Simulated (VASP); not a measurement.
The system is BN.

```
N B
1.0
     1.24272    0.71749    3.35030
    -1.24272    0.71749    3.35030
     0.00000   -1.43497    3.35030
N B
1 1
Direct
  0.66724 0.66724 0.66724
  0.00033 0.00033 0.00033
```

This cell differs from its parent crystal: volume scaled by 0.98.

Base run:

```yaml
Program: VASP 6.6.1
Functional: PBEsol
Potentials_or_basis: VASP PAW PBE potentials, release 64 (N, B)
Cutoff: 520 eV
k_mesh: 12 × 12 × 12
Occupations: fermi-dirac, width 0.05 eV
Spin: no spin polarisation
```

Its results: band gap on the k mesh 4.20 eV, indirect (least direct gap 4.68 eV); pressure 6.1 GPa.

Q: The run is repeated on the same cell with these changes: functional from PBEsol to PBE. What comes out?

A: Band gap on the k mesh 4.31 eV, indirect (least direct gap 4.75 eV); pressure 8.8 GPa.

PBE binds less tightly than PBEsol, so the same cell stands under more pressure.

Caveats: the PAW data sets were made with another functional, which shifts forces and pressure a little (some runs).

A k mesh can miss the band edges.
